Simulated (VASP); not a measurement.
Set up this calculation in VASP 6.6.1, as the native input.

```
Task                   : single point
Functional             : PBEsol
Potentials or basis    : VASP PAW PBE potentials, release 64 (Se)
Cutoff                 : 520 eV
k mesh                 : 21 × 21 × 20
Occupations            : gaussian, width 0.1 eV
Spin                   : no spin polarisation
Dipole correction      : no
Further INCAR settings : ALGO = Normal; EDIFF = 1e-06; NBANDS = 9
```

The structure of Se lies in POSCAR:

```
Se
1.0
    3.0497118634      0.0000000000      0.0000000000
   -1.5248559317      2.6411279479      0.0000000000
    0.0000000000      0.0000000000      2.6033732574
Se
1
Direct
    0.0000000000      0.0000000000      0.0000000000
```

The input as run:

INCAR

```
  ALGO = Normal
  EDIFF = 1E-6
  ENCUT = 520
  GGA = PS
  ISIF = 2
  ISMEAR = 0
  LASPH = T
  LCHARG = F
  LREAL = F
  LWAVE = F
  NBANDS = 9
  NELM = 60
  PREC = Accurate
  SIGMA = 0.1
```

KPOINTS

```
k-points
0
Gamma
  21 21 20
```

Potentials or basis: VASP PAW PBE potentials, release 64 (Se).

Run with:

```sh
$ cat potpaw_PBE.64/Se/POTCAR > POTCAR
$ mpirun -np 1 vasp_std > vasp.out
```

It gave:

```json
{"Pressure": "0.1 GPa", "Band gap on the k mesh": "zero (band 3 reaches 8.68 eV, above the bottom of band 4 at 2.04 eV)"}
```

Caveat: the PAW data sets were made with another functional, which shifts forces and pressure a little.

Run time: 66 s on 1 thread of Oxide Virtual Turin-like Processor, on a shared host, peak memory 0.17 GiB.
